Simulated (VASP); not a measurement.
# Os (P6_3/mmc) in VASP: a series of runs

The runs below take Os through single point, with PBEsol+D3(BJ), RPBE.

Program: VASP 6.6.1. These are calculated values, not measurements. Logs are shortened: lines on timing, memory, paths and dates and some standing lists are left out, and cuts for length are marked.

## Step 1: The cell of the first run

Symmetry: P6_3/mmc, No. 194, hexagonal system. The conventional cell has a = 2.788 Å, b = 2.788 Å, c = 4.404 Å, α = 90.00°, β = 90.00°, γ = 120.00°. Os (site symmetry -6m2) has 12 Os at 2.73 to 2.79 Å within 3.6 Å.

## Step 2: Single point, PBEsol+D3(BJ)

INCAR

```
SYSTEM = Os
PREC = Accurate ; ENCUT = 520
EDIFF = 1E-6 ; ISMEAR = -1
SIGMA = 0.05 ; LREAL = .False.
LASPH = .True. ; NELM = 60
ALGO = Normal ; ISIF = 2
LWAVE = .False. ; LCHARG = .True.
GGA = PS ; IVDW = 12
LELF = .True. ; LVHAR = .True.
NBANDS = 15
```

KPOINTS

```
Automatic mesh
0
Gamma
  11 11 6
  0 0 0
```

POSCAR

```
Os
1.0
    2.7877234178      0.0000000000      0.0000000000
   -1.3938617089      2.4142392985      0.0000000000
    0.0000000000      0.0000000000      4.4044215090
Os
2
Direct
    0.6666666667      0.3333333333      0.7500000000
    0.3333333333      0.6666666667      0.2500000000
```

Potentials or basis: VASP PAW PBE potentials, release 64 (Os).

The run is started by

```console
cat potpaw_PBE.64/Os/POTCAR > POTCAR
mpirun -np 1 vasp_std > vasp.out
```

OUTCAR:

```text
SYSTEM = Os
   PREC = Accurate
   ENCUT = 520
   EDIFF = 1E-6
   ISMEAR = -1
   LREAL = .False.
   LASPH = .True.
   NELM = 60
   ISIF = 2
   GGA = PS
   IVDW = 12
 IVDW          = 12

 ion  position               nearest neighbor table
   1  0.667  0.333  0.750-   2 2.73   2 2.73   2 2.73   2 2.73   2 2.73   2 2.73
   2  0.333  0.667  0.250-   1 2.73   1 2.73   1 2.73   1 2.73   1 2.73   1 2.73

  LATTYP: Found a hexagonal cell.
 ALAT       =     2.7877234178
 C/A-ratio  =     1.5799348963

  Lattice vectors:

 A1 = (   2.7877234178,   0.0000000000,   0.0000000000)
 A2 = (  -1.3938617089,   2.4142392985,   0.0000000000)
 A3 = (   0.0000000000,   0.0000000000,   4.4044215090)

Analysis of symmetry for initial positions (statically):
=====================================================================
 Subroutine PRICEL returns:
 Original cell was already a primitive cell.

 Routine SETGRP: Setting up the symmetry group for a
 hexagonal supercell.

 Subroutine GETGRP returns: Found 24 space group operations
 (whereof 12 operations were pure point group operations)
 out of a pool of 24 trial point group operations.

The static configuration has the point symmetry D_3d.
 The point group associated with its full space group is D_6h.

Analysis of symmetry for dynamics (positions and initial velocities):
=====================================================================
 Subroutine PRICEL returns:
 Original cell was already a primitive cell.

 Routine SETGRP: Setting up the symmetry group for a
 hexagonal supercell.

 Subroutine GETGRP returns: Found 24 space group operations
 (whereof 12 operations were pure point group operations)
 out of a pool of 24 trial point group operations.

The dynamic configuration has the point symmetry D_3d.
 The point group associated with its full space group is D_6h.

 Subroutine INISYM returns: Found 24 space group operations
 (whereof 12 operations are pure point group operations),
 and found     1 'primitive' translations

----------------------------------------------------------------------------------------

                                     Primitive cell

  volume of cell :      29.6428

  direct lattice vectors                    reciprocal lattice vectors
     2.787723418  0.000000000  0.000000000     0.358715644  0.207104573  0.000000000
    -1.393861709  2.414239299  0.000000000     0.000000000  0.414209147  0.000000000
     0.000000000  0.000000000  4.404421509     0.000000000  0.000000000  0.227044573

  length of vectors
[... 94 lines left out ...]
   NUPDOWN=      -1.0000    fix difference up-down
   EMIN   =  10.00;   EMAX   =-10.00  energy-range for DOS
   EFERMI =   0.00;   METHOD = LEGACY
   ISMEAR =    -1;   SIGMA  =   0.05  broadening in eV -4-tet -1-fermi 0-gaus
   EFERMI_NEDOS =   21; number of points for ismear=-14 and -15
   IALGO  =     38    algorithm
   IMIX   =      4    mixing-type and parameters
     AMIX     =   0.40;   BMIX     =  1.00
     AMIX_MAG =   1.60;   BMIX_MAG =  1.00
  volume/ion in A,a.u.               =      14.82       100.02
  Fermi-wavevector in a.u.,A,eV,Ry     =   1.332934  2.518879 24.173636  1.776712
  Thomas-Fermi vector in A             =   2.461831
   LORBIT       =      0    0 simple, 1 ext, 2 COOP (PROOUT), +10 PAW based schemes
   GGA     = PS    functional components
   LHFCALC =     F    Hartree Fock is set to
   AEXX    =    0.0000 exact exchange contribution
   IVDW    =    12    specifies the selected vdW correction
   LEPSILON=     F    determine dielectric tensor
   LRPA    =     F    only Hartree local field effects (RPA)
 non-spin polarized calculation
  energy-cutoff  :      520.00
  volume of cell :       29.64
 maximum number of plane-waves:       813
 NGX is ok and might be reduce to    24
   NGX = 11   NGY = 11   NGZ = 17

 number of electron      15.9999998 magnetization

 Free energy of the ion-electron system (eV)
  ---------------------------------------------------
  ext. energy  EPLUGINS =         0.00000000
  ---------------------------------------------------
  free energy    TOTEN  =       -24.33191227 eV

  energy without entropy =      -24.31741236  energy(sigma->0) =      -24.32466231

 E-fermi :   8.4022     XC(G=0): -13.8251

 val. band max:        8.3807088157   @ k =   0.3636  -0.0000   0.3333
 cond. band min:       8.4507978418   @ k =   0.0000   0.0000   0.0000
 fundamental gap:      0.0700890261
 Fermi energy:         8.4021779608

 k-point     1 :       0.0000    0.0000    0.0000
  band No.  band energies     occupation
      1      -2.0212      2.00000
      2       1.1660      2.00000
      3       5.6426      2.00000
      4       5.6426      2.00000
      5       5.8642      2.00000
      6       6.4100      2.00000
      7       6.4100      2.00000
      8       7.0058      2.00000
      9       7.0058      2.00000
     10       8.4508      0.54881
     11       9.9955      0.00000
     12       9.9955      0.00000
     13      16.8108      0.00000
     14      22.4951      0.00000
[... 401 lines left out ...]
      2       2.6826      2.00000
      3       4.0149      2.00000
      4       4.2412      2.00000
      5       5.4116      2.00000
      6       5.9752      2.00000
      7       6.4893      2.00000
      8       7.3835      2.00000
      9       7.9447      1.99979
     10       8.2862      1.82092
     11      10.3782      0.00000
     12      13.5489      0.00000
     13      18.3538      0.00000
     14      22.8465      0.00000
     15      24.0085      0.00000

 [... further k-points ...]

------------------------ aborting loop because EDIFF is reached ----------------------------------------

 Edisp (eV)   -1.25975

 E8    (eV) :    -0.8991

  FORCE on cell =-STRESS in cart. coord.  units (eV):
  Direction    XX          YY          ZZ          XY          YZ          ZX
  --------------------------------------------------------------------------------------
  -------------------------------------------------------------------------------------
  Total      -5.61142    -5.61142    -5.90262     0.00000     0.00000     0.00000
  in kB    -303.29473  -303.29473  -319.03389     0.00000     0.00000     0.00000
  external pressure =     -308.54 kB  Pullay stress =        0.00 kB

 VOLUME and BASIS-vectors are now :
 -----------------------------------------------------------------------------
  energy-cutoff  :      520.00
  volume of cell :       29.64
      direct lattice vectors                 reciprocal lattice vectors
     2.787723418  0.000000000  0.000000000     0.358715644  0.207104573  0.000000000
    -1.393861709  2.414239299  0.000000000     0.000000000  0.414209147  0.000000000
     0.000000000  0.000000000  4.404421509     0.000000000  0.000000000  0.227044573

 POSITION                                       TOTAL-FORCE (eV/Angst)
 -----------------------------------------------------------------------------------
      1.39386      0.80475      3.30332        -0.000000      0.000000      0.000000
     -0.00000      1.60949      1.10111         0.000000      0.000000      0.000000
 -----------------------------------------------------------------------------------
    total drift:                               -0.000000      0.000000     -0.000000

  FREE ENERGIE OF THE ION-ELECTRON SYSTEM (eV)
  ---------------------------------------------------
  free  energy   TOTEN  =       -25.5916594897 eV

  energy  without entropy=      -25.5771595777  energy(sigma->0) =      -25.58440953
```

Run time: 20 s. Hardware: 1 thread of Intel Xeon Platinum 8259CL at 2.50GHz (Skylake/Cascade Lake), shared host; peak memory 0.17 GiB.

What came out:

```yaml
Free_energy: -25.5917 eV
Pressure: -30.9 GPa
Band_gap_on_the_k_mesh: zero (band 8 reaches 10.34 eV, above the bottom of band 9 at 6.80 eV)
Dispersion_energy_per_atom: -0.630 eV
```

Stress tensor (GPa, compression positive):
```
-30.33   0.00   0.00
  0.00 -30.33   0.00
  0.00   0.00 -31.90
```

Levels at points of the mesh, in eV from the Fermi level:
```tsv
k point	band 4	band 5	band 6	band 7	band 8	band 9	band 10	band 11	band 12	band 13
(0.00, 0.00, 0.00)	-2.76	-2.54	-1.99	-1.99	-1.40	-1.40	0.05	1.59	1.59	8.41
(0.00, 0.00, 0.50)	-3.28	-2.94	-2.94	-2.94	-2.94	0.85	0.85	0.85	0.85	13.76
```

Caveat: the PAW data sets were made with another functional, which shifts forces and pressure a little; spin-orbit coupling is left out, which moves the levels of the heavy elements; pairwise dispersion overbinds metals, which lowers pressure and volume.

## Step 3: Single point, RPBE

INCAR

```
SYSTEM = Os
PREC = Accurate ; ENCUT = 520
EDIFF = 1E-6 ; ISMEAR = -1
SIGMA = 0.05 ; LREAL = .False.
LASPH = .True. ; NELM = 80
ALGO = Normal ; ISIF = 2
LWAVE = .False. ; LCHARG = .False.
GGA = RP ; NBANDS = 15
```

KPOINTS is that of step 2.

POSCAR is that of step 2.

Potentials or basis: VASP PAW PBE potentials, release 64 (Os).

The run is started by

```console
cat potpaw_PBE.64/Os/POTCAR > POTCAR
mpirun -np 1 vasp_std > vasp.out
```

Wall time 19 s (1 thread of Intel Xeon Platinum 8259CL at 2.50GHz (Skylake/Cascade Lake), shared host); peak memory 0.16 GiB.

The run converged. Its results:

```yaml
Free_energy: -21.1684 eV
Pressure: -10.2 GPa
Band_gap_on_the_k_mesh: zero (band 8 reaches 10.57 eV, above the bottom of band 9 at 7.04 eV)
```

Stress tensor (GPa, compression positive):
```
 -9.84   0.00   0.00
  0.00  -9.84   0.00
  0.00   0.00 -10.95
```

Levels at points of the mesh, in eV from the Fermi level:
| k point | band 5 | band 6 | band 7 | band 8 | band 9 | band 10 | band 11 | band 12 |
| --- | --- | --- | --- | --- | --- | --- | --- | --- |
| (0.00, 0.00, 0.00) | -2.52 | -1.98 | -1.98 | -1.40 | -1.40 | 0.07 | 1.58 | 1.58 |
| (0.00, 0.00, 0.50) | -2.93 | -2.93 | -2.93 | -2.93 | 0.84 | 0.84 | 0.84 | 0.84 |

Caveat: the PAW data sets were made with another functional, which shifts forces and pressure a little; spin-orbit coupling is left out, which moves the levels of the heavy elements.
